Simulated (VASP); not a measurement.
# P (Fm-3m) in VASP: a series of runs

Runs on P. Level: PBE. Tasks: single point, relaxation of cell and atoms.

Everything below comes from runs of VASP 6.6.1. Logs are shortened: lines on timing, memory, paths and dates and some standing lists are left out, and cuts for length are marked.

## (1) The cell of the first run

Symmetry: Fm-3m, No. 225, cubic system. The conventional cell has a = 8.371 Å, b = 8.371 Å, c = 8.371 Å, α = 90.00°, β = 90.00°, γ = 90.00°. P (site symmetry 3m) has 6 P at 2.26 to 2.73 Å within 3.0 Å.

The cell was generated, and may not be a known phase.

## (2) Single point, PBE

INCAR

```
PREC = Accurate
ENCUT = 500
EDIFF = 1E-6
ISMEAR = 0
SIGMA = 0.1
LREAL = False
LASPH = True
NELM = 120
ALGO = Normal
ISIF = 2
LWAVE = False
LCHARG = False
GGA = PE
NBANDS = 30
GGA_COMPAT = False
```

KPOINTS

```
Automatic mesh
0
Gamma
  4 4 4
```

POSCAR

```
P
1.0
    0.0000000000      4.1852507700      4.1852507700
    4.1852507700      0.0000000000      4.1852507700
    4.1852507700      4.1852507700      0.0000000000
P
8
Direct
    0.8652403800      0.8652403800      0.8652403800
    0.8652403800      0.8652403800      0.4042788500
    0.8652403800      0.4042788500      0.8652403800
    0.4042788500      0.8652403800      0.8652403800
    0.1347596200      0.1347596200      0.5957211500
    0.1347596200      0.1347596200      0.1347596200
    0.1347596200      0.5957211500      0.1347596200
    0.5957211500      0.1347596200      0.1347596200
```

Potentials or basis: VASP PAW PBE potentials, release 64 (P).

On the command line:

```
$ cat potpaw_PBE.64/P/POTCAR > POTCAR
$ mpirun -np 1 vasp_std > vasp.out
```

OUTCAR:

```text
PREC = Accurate
   ENCUT = 500
   EDIFF = 1E-6
   ISMEAR = 0
   LREAL = False
   LASPH = True
   NELM = 120
   ISIF = 2
   GGA = PE

 ion  position               nearest neighbor table
   1  0.865  0.865  0.865-   5 2.26   7 2.26   8 2.26   2 2.73   3 2.73   4 2.73
   2  0.865  0.865  0.404-   7 2.26   8 2.26   6 2.26   1 2.73   3 2.73   4 2.73
   3  0.865  0.404  0.865-   5 2.26   8 2.26   6 2.26   1 2.73   2 2.73   4 2.73
   4  0.404  0.865  0.865-   5 2.26   7 2.26   6 2.26   1 2.73   2 2.73   3 2.73
   5  0.135  0.135  0.596-   3 2.26   4 2.26   1 2.26   6 2.73   7 2.73   8 2.73
   6  0.135  0.135  0.135-   2 2.26   3 2.26   4 2.26   5 2.73   7 2.73   8 2.73
   7  0.135  0.596  0.135-   2 2.26   4 2.26   1 2.26   5 2.73   6 2.73   8 2.73
   8  0.596  0.135  0.135-   2 2.26   3 2.26   1 2.26   5 2.73   6 2.73   7 2.73

  LATTYP: Found a face centered cubic cell.
 ALAT       =     8.3705015400

  Lattice vectors:

 A1 = (   0.0000000000,   4.1852507700,   4.1852507700)
 A2 = (   4.1852507700,   0.0000000000,   4.1852507700)
 A3 = (   4.1852507700,   4.1852507700,   0.0000000000)

Analysis of symmetry for initial positions (statically):
=====================================================================
 Subroutine PRICEL returns:
 Original cell was already a primitive cell.

 Routine SETGRP: Setting up the symmetry group for a
 face centered cubic supercell.

 Subroutine GETGRP returns: Found 48 space group operations
 (whereof 48 operations were pure point group operations)
 out of a pool of 48 trial point group operations.

The static configuration has the point symmetry O_h .

Analysis of symmetry for dynamics (positions and initial velocities):
=====================================================================
 Subroutine PRICEL returns:
 Original cell was already a primitive cell.

 Routine SETGRP: Setting up the symmetry group for a
 face centered cubic supercell.

 Subroutine GETGRP returns: Found 48 space group operations
 (whereof 48 operations were pure point group operations)
 out of a pool of 48 trial point group operations.

The dynamic configuration has the point symmetry O_h .

 Subroutine INISYM returns: Found 48 space group operations
 (whereof 48 operations are pure point group operations),
 and found     1 'primitive' translations

----------------------------------------------------------------------------------------

                                     Primitive cell

  volume of cell :     146.6204

  direct lattice vectors                    reciprocal lattice vectors
     0.000000000  4.185250770  4.185250770    -0.119467154  0.119467154  0.119467154
     4.185250770  0.000000000  4.185250770     0.119467154 -0.119467154  0.119467154
     4.185250770  4.185250770  0.000000000     0.119467154  0.119467154 -0.119467154

  length of vectors
     5.918838401  5.918838401  5.918838401     0.206923181  0.206923181  0.206923181

  position of ions in fractional coordinates (direct lattice)
     0.865240380  0.865240380  0.865240380
     0.865240380  0.865240380  0.404278850
     0.865240380  0.404278850  0.865240380
     0.404278850  0.865240380  0.865240380
     0.134759620  0.134759620  0.595721150
     0.134759620  0.134759620  0.134759620
     0.134759620  0.595721150  0.134759620
     0.595721150  0.134759620  0.134759620

  ion indices of the primitive-cell ions
   primitive index   ion index
                 1           1
                 2           2
                 3           3
                 4           4
                 5           5
                 6           6
                 7           7
                 8           8

----------------------------------------------------------------------------------------

 KPOINTS: Automatic mesh

Automatic generation of k-mesh.
 Grid dimensions read from file:
 generate k-points for:    4    4    4

 Generating k-lattice:

  Cartesian coordinates                     Fractional coordinates (reciprocal lattice)
    -0.029866789  0.029866789  0.029866789     0.250000000  0.000000000  0.000000000
     0.029866789 -0.029866789  0.029866789     0.000000000  0.250000000  0.000000000
     0.029866789  0.029866789 -0.029866789     0.000000000  0.000000000  0.250000000

  Length of vectors
     0.051730795  0.051730795  0.051730795

  Shift w.r.t. Gamma in fractional coordinates (k-lattice)
     0.000000000  0.000000000  0.000000000

 Subroutine IBZKPT returns following result:
 ===========================================

 Found      8 irreducible k-points:

 Following reciprocal coordinates:
            Coordinates               Weight
  0.000000  0.000000  0.000000      1.000000
  0.250000  0.000000  0.000000      8.000000
  0.500000  0.000000  0.000000      4.000000
  0.250000  0.250000  0.000000      6.000000
  0.500000  0.250000  0.000000     24.000000
 -0.250000  0.250000  0.000000     12.000000
  0.500000  0.500000  0.000000      3.000000
 -0.250000  0.500000  0.250000      6.000000
   k-points           NKPTS =      8   k-points in BZ     NKDIM =      8   number of bands    NBANDS=     30
   number of dos      NEDOS =    301   number of ions     NIONS =      8
   total plane-waves  NPLWV = 110592
   dimension x,y,z NGX =    48 NGY =   48 NGZ =   48
   dimension x,y,z NGXF=    96 NGYF=   96 NGZF=   96
   ions per type =               8
   NGX,Y,Z   is equivalent  to a cutoff of  13.48, 13.48, 13.48 a.u.
   NGXF,Y,Z  is equivalent  to a cutoff of  26.96, 26.96, 26.96 a.u.
 SYSTEM =  unknown system
   PREC   = accura    normal or accurate (medium, high low for compatibility)
   ISTART =      0    job   : 0-new  1-cont  2-samecut
   ICHARG =      2    charge: 1-file 2-atom 10-const
   ISPIN  =      1    spin polarized calculation?
   LNONCOLLINEAR =      F non collinear calculations
   LSORBIT =      F    spin-orbit coupling
   LASPH  =      T    aspherical Exc in radial PAW
   ENCUT  =  500.0 eV  36.75 Ry    6.06 a.u.  10.79 10.79 10.79*2*pi/ulx,y,z
   NELM   =    120;   NELMIN=  2; NELMDL= -5     # of ELM steps
   EDIFF  = 0.1E-05   stopping-criterion for ELM
   LREAL  =      F    real-space projection
   EDIFFG = 0.1E-04   stopping-criterion for IOM
   NSW    =      0    number of steps for IOM
   IBRION =     -1    ionic relax: 0-MD 1-quasi-New 2-CG
   NFREE  =      0    steps in history (QN), initial steepest desc. (CG)
   ISIF   =      2    stress and relaxation
   ISYM   =      2    0-nonsym 1-usesym 2-fastsym
   POTIM  = 0.5000    time-step for ionic-motion
   TEBEG  =    0.0;   TEEND  =   0.0 temperature during run
   PSTRESS=    0.0 pullay stress
   NELECT =      40.0000    total number of electrons
   NUPDOWN=      -1.0000    fix difference up-down
   EMIN   =  10.00;   EMAX   =-10.00  energy-range for DOS
   EFERMI =   0.00;   METHOD = LEGACY
   ISMEAR =     0;   SIGMA  =   0.10  broadening in eV -4-tet -1-fermi 0-gaus
   EFERMI_NEDOS =   21; number of points for ismear=-14 and -15
   IALGO  =     38    algorithm
   IMIX   =      4    mixing-type and parameters
     AMIX     =   0.40;   BMIX     =  1.00
     AMIX_MAG =   1.60;   BMIX_MAG =  1.00
  volume/ion in A,a.u.               =      18.33       123.68
  Fermi-wavevector in a.u.,A,eV,Ry     =   1.061769  2.006452 15.338572  1.127353
  Thomas-Fermi vector in A             =   2.197197
   LORBIT       =      0    0 simple, 1 ext, 2 COOP (PROOUT), +10 PAW based schemes
   GGA     = PE    functional components
   LHFCALC =     F    Hartree Fock is set to
   AEXX    =    0.0000 exact exchange contribution
   IVDW    =     0    specifies the selected vdW correction
   LEPSILON=     F    determine dielectric tensor
   LRPA    =     F    only Hartree local field effects (RPA)
 non-spin polarized calculation
 Gauss-broadening in eV      SIGMA  =   0.10
  energy-cutoff  :      500.00
  volume of cell :      146.62
 maximum number of plane-waves:      3750
 NGX is ok and might be reduce to    48
   NGX = 21   NGY = 21   NGZ = 21

 number of electron      39.9999999 magnetization

 Free energy of the ion-electron system (eV)
  ---------------------------------------------------
  ext. energy  EPLUGINS =         0.00000000
  ---------------------------------------------------
  free energy    TOTEN  =       -39.86270543 eV

  energy without entropy =      -39.82573748  energy(sigma->0) =      -39.84422145

 E-fermi :   6.8427     XC(G=0):  -9.7573

 val. band max:        6.7938265453   @ k =   0.5000   0.2500   0.0000
 cond. band min:       6.8967704165   @ k =   0.2500   0.0000   0.0000
 fundamental gap:      0.1029438712
 Fermi energy:         6.8427146359

 k-point     1 :       0.0000    0.0000    0.0000
  band No.  band energies     occupation
      1      -9.4900      2.00000
      2      -5.0525      2.00000
      3      -5.0525      2.00000
      4      -5.0525      2.00000
      5      -3.1722      2.00000
      6      -3.1722      2.00000
[... 22 lines left out ...]
     29      10.8212      0.00000
     30      11.3630      0.00000

 k-point     2 :       0.2500    0.0000    0.0000
  band No.  band energies     occupation
      1      -9.2435      2.00000
      2      -6.1081      2.00000
      3      -5.2380      2.00000
      4      -5.2380      2.00000
      5      -4.0469      2.00000
      6      -2.8344      2.00000
[... 22 lines left out ...]
     29      10.6107      0.00000
     30      11.6283      0.00000

 k-point     3 :       0.5000    0.0000    0.0000
  band No.  band energies     occupation
      1      -8.8733      2.00000
      2      -7.0049      2.00000
      3      -5.3830      2.00000
      4      -5.3830      2.00000
      5      -4.2729      2.00000
      6      -2.5648      2.00000
[... 154 lines left out ...]
     29      10.1149      0.00000
     30      11.9211      0.00000

 k-point     8 :      -0.2500    0.5000    0.2500
  band No.  band energies     occupation
      1      -8.5744      2.00000
      2      -6.7165      2.00000
      3      -6.7165      2.00000
      4      -5.7396      2.00000
      5      -3.2884      2.00000
      6      -3.2884      2.00000
[... 22 lines left out ...]
     29      11.7810      0.00000
     30      12.2302      0.00000

------------------------ aborting loop because EDIFF is reached ----------------------------------------

  FORCE on cell =-STRESS in cart. coord.  units (eV):
  Direction    XX          YY          ZZ          XY          YZ          ZX
  --------------------------------------------------------------------------------------
  -------------------------------------------------------------------------------------
  Total        5.9581772      5.9581772      5.9581772     -0.0000000     -0.0000000     -0.0000000
  in kB       65.1072789     65.1072789     65.1072789     -0.0000000     -0.0000000     -0.0000000
  external PRESSURE =      65.1072789 kB  Pullay stress =       0.0000000 kB

 VOLUME and BASIS-vectors are now :
 -----------------------------------------------------------------------------
  energy-cutoff  :      500.00
  volume of cell :      146.62
      direct lattice vectors                 reciprocal lattice vectors
     0.000000000  4.185250770  4.185250770    -0.119467154  0.119467154  0.119467154
     4.185250770  0.000000000  4.185250770     0.119467154 -0.119467154  0.119467154
     4.185250770  4.185250770  0.000000000     0.119467154  0.119467154 -0.119467154

 POSITION                                       TOTAL-FORCE (eV/Angst)
 -----------------------------------------------------------------------------------
      7.24250      7.24250      7.24250        -0.415050     -0.415050     -0.415050
      5.31326      5.31326      7.24250         0.415050      0.415050     -0.415050
      5.31326      7.24250      5.31326         0.415050     -0.415050      0.415050
      7.24250      5.31326      5.31326        -0.415050      0.415050      0.415050
      3.05725      3.05725      1.12801        -0.415050     -0.415050      0.415050
      1.12801      1.12801      1.12801         0.415050      0.415050      0.415050
      3.05725      1.12801      3.05725        -0.415050      0.415050     -0.415050
      1.12801      3.05725      3.05725         0.415050     -0.415050     -0.415050
 -----------------------------------------------------------------------------------
    total drift:                               -0.000000     -0.000000      0.000000

  FREE ENERGIE OF THE ION-ELECTRON SYSTEM (eV)
  ---------------------------------------------------
  free  energy   TOTEN  =       -39.8627054259 eV

  energy  without entropy=      -39.8257374821  energy(sigma->0) =      -39.84422145
```

Run time: 35 s. Hardware: 1 thread of AMD EPYC 9R45 (Zen 5), shared host; peak memory 0.26 GiB.

What came out:

* Free energy: -39.8627 eV
* Pressure: 6.5 GPa
* Largest force: 0.719 eV/Å
* Band gap on the k mesh: zero (bands 20 and 21 overlap by 1.69 eV)

Forces in eV/Å, atoms in the order of the input:
```
P   -0.415 -0.415 -0.415
P    0.415  0.415 -0.415
P    0.415 -0.415  0.415
P   -0.415  0.415  0.415
P   -0.415 -0.415  0.415
P    0.415  0.415  0.415
P   -0.415  0.415 -0.415
P    0.415 -0.415 -0.415
```

Levels at points of the mesh, in eV from the Fermi level:
| k point | band 16 | band 17 | band 18 | band 19 | band 20 | band 21 | band 22 | band 23 | band 24 | band 25 |
| --- | --- | --- | --- | --- | --- | --- | --- | --- | --- | --- |
| (0.00, 0.00, 0.00) | -2.14 | -2.14 | 1.35 | 1.35 | 1.35 | 1.65 | 1.65 | 1.65 | 1.65 | 2.17 |
| (0.50, 0.00, 0.00) | -2.06 | -1.59 | -1.59 | -1.23 | -0.33 | -0.33 | 2.11 | 2.11 | 2.68 | 2.68 |
| (0.50, 0.50, 0.00) | -3.43 | -1.75 | -1.75 | -0.71 | -0.71 | 0.65 | 1.02 | 1.02 | 2.34 | 2.85 |

Caveat: the cell stands under pressure; this functional lacks dispersion, which holds the molecules together, so the pressure and a relaxed volume are unreliable.

## (3) Single point, PBE

This run uses another cell than the first one, of 19.88 Å³/atom.

INCAR

```
SYSTEM = P
ALGO = Normal ; EDIFF = 1E-6
ENCUT = 500 ; GGA = PE
GGA_COMPAT = .False. ; ISIF = 2
ISMEAR = 0 ; LASPH = .True.
LCHARG = .False. ; LREAL = .False.
LWAVE = .False. ; NBANDS = 30
NELM = 120 ; PREC = Accurate
SIGMA = 0.1
```

KPOINTS

```
k-points
0
Gamma
  4 4 4
  0 0 0
```

POSCAR

```
P
1.0
    0.0000000000      4.3001378339      4.3001378339
    4.3001378339      0.0000000000      4.3001378339
    4.3001378339      4.3001378339      0.0000000000
P
8
Direct
    0.8650226034      0.8650226034      0.8650226034
    0.8650226034      0.8650226034      0.4049321898
    0.8650226034      0.4049321898      0.8650226034
    0.4049321898      0.8650226034      0.8650226034
    0.1349773966      0.1349773966      0.5950678102
    0.1349773966      0.1349773966      0.1349773966
    0.1349773966      0.5950678102      0.1349773966
    0.5950678102      0.1349773966      0.1349773966
```

Potentials or basis: VASP PAW PBE potentials, release 64 (P).

On the command line:

```
$ cat potpaw_PBE.64/P/POTCAR > POTCAR
$ mpirun -np 1 vasp_std > vasp.out
```

It took 34 s on 1 thread of AMD EPYC 9R45 (Zen 5), shared host; peak memory 0.28 GiB.

Results (log left out):

```
Free energy            : -40.1149 eV
Pressure               : 0.1 GPa
Largest force          : 0.018 eV/Å
Band gap on the k mesh : zero (bands 20 and 21 overlap by 1.59 eV)
```

Forces in eV/Å, atoms in the order of the input:
```
P    0.010  0.010  0.010
P   -0.010 -0.010  0.010
P   -0.010  0.010 -0.010
P    0.010 -0.010 -0.010
P    0.010  0.010 -0.010
P   -0.010 -0.010 -0.010
P    0.010 -0.010  0.010
P   -0.010  0.010  0.010
```

Levels at points of the mesh, in eV from the Fermi level:
| k point | band 16 | band 17 | band 18 | band 19 | band 20 | band 21 | band 22 | band 23 | band 24 | band 25 |
| --- | --- | --- | --- | --- | --- | --- | --- | --- | --- | --- |
| (0.00, 0.00, 0.00) | -1.98 | -1.98 | 1.31 | 1.31 | 1.31 | 1.71 | 1.71 | 1.71 | 1.75 | 1.75 |
| (0.50, 0.00, 0.00) | -1.90 | -1.54 | -1.54 | -1.12 | -0.28 | -0.28 | 2.11 | 2.11 | 2.47 | 2.47 |
| (0.50, 0.50, 0.00) | -3.10 | -1.59 | -1.59 | -0.69 | -0.69 | 0.66 | 1.10 | 1.10 | 2.10 | 2.70 |

Caveat: this functional lacks dispersion, which holds the molecules together, so the pressure and a relaxed volume are unreliable.

## (4) Relaxation of cell and atoms, PBE

INCAR

```
PREC = Accurate ; ENCUT = 500
EDIFF = 1E-7 ; ISMEAR = 0
SIGMA = 0.1 ; LREAL = False
LASPH = True ; NELM = 120
ALGO = Normal ; ISIF = 3
LWAVE = False ; LCHARG = False
GGA = PE ; IBRION = 2
NSW = 90 ; EDIFFG = -0.04
GGA_COMPAT = False ; NELMIN = 4
```

KPOINTS

```
Automatic mesh
0
Gamma
  4 4 4
```

POSCAR

```
P
1.0
    0.0000000000      4.1852507700      4.1852507700
    4.1852507700      0.0000000000      4.1852507700
    4.1852507700      4.1852507700      0.0000000000
P
8
Direct
    0.8652403800      0.8652403800      0.8652403800
    0.8652403800      0.8652403800      0.4042788500
    0.8652403800      0.4042788500      0.8652403800
    0.4042788500      0.8652403800      0.8652403800
    0.1347596200      0.1347596200      0.5957211500
    0.1347596200      0.1347596200      0.1347596200
    0.1347596200      0.5957211500      0.1347596200
    0.5957211500      0.1347596200      0.1347596200
```

On the command line:

```
$ cat potpaw_PBE.64/P/POTCAR > POTCAR
$ mpirun -np 1 vasp_std > vasp.out
```

Wall time 2 min (1 thread of AMD EPYC 9R45 (Zen 5), shared host); peak memory 0.28 GiB.

Results (log left out):

```
Free energy                           : -40.1122 eV
Relaxed volume                        : 19.88 Å³/atom
Relaxed cell                          : a = 6.081 Å, b = 6.081 Å, c = 6.081 Å, α = 60.00°, β = 60.00°, γ = 60.00°
Space group after relaxing (to 0.1 Å) : Fm-3m (No. 225)
Energy gained by relaxing             : 31.2 meV/atom
Ionic steps                           : 6
Pressure after relaxing               : 0.0 GPa
Largest force after relaxing          : 0.030 eV/Å
Band gap on the k mesh                : zero (bands 20 and 21 overlap by 1.59 eV)
```

Forces in eV/Å, atoms in the order of the input:
```
P    0.018  0.018  0.018
P   -0.018 -0.018  0.018
P   -0.018  0.018 -0.018
P    0.018 -0.018 -0.018
P    0.018  0.018 -0.018
P   -0.018 -0.018 -0.018
P    0.018 -0.018  0.018
P   -0.018  0.018  0.018
```

Step by step:
```tsv
step	energy change (eV)	largest force (eV/Å)	pressure (GPa)	volume (Å³)
1	0.0000	0.7189	6.51	146.62
2	-0.1402	0.4990	-3.10	163.00
3	-0.2380	0.1010	0.26	156.18
4	-0.2379	0.0877	0.36	155.98
5	-0.2421	0.0722	0.28	156.74
6	-0.2495	0.0303	0.04	159.03
```

Final structure:
```xyz
8
Lattice="0.0000 4.3001 4.3001 4.3001 0.0000 4.3001 4.3001 4.3001 0.0000" Properties=species:S:1:pos:R:3 pbc="T T T"
P     7.4388    7.4388    7.4388
P     5.4616    5.4616    7.4388
P     5.4616    7.4388    5.4616
P     7.4388    5.4616    5.4616
P     3.1387    3.1387    1.1615
P     1.1615    1.1615    1.1615
P     3.1387    1.1615    3.1387
P     1.1615    3.1387    3.1387
```

Levels at points of the mesh, in eV from the Fermi level:
```tsv
k point	band 16	band 17	band 18	band 19	band 20	band 21	band 22	band 23	band 24	band 25
(0.00, 0.00, 0.00)	-1.97	-1.97	1.30	1.30	1.30	1.72	1.76	1.76	1.76	2.08
(0.50, 0.00, 0.00)	-1.89	-1.54	-1.54	-1.12	-0.29	-0.29	2.12	2.12	2.47	2.47
(0.50, 0.50, 0.00)	-3.09	-1.59	-1.59	-0.69	-0.69	0.66	1.11	1.11	2.09	2.70
```

Caveat: this functional lacks dispersion, which holds the molecules together, so the pressure and a relaxed volume are unreliable.

(Part 1 of 2 ends here.)

The gap in the log of VASP goes by the Fermi energy; the results here count the filled bands.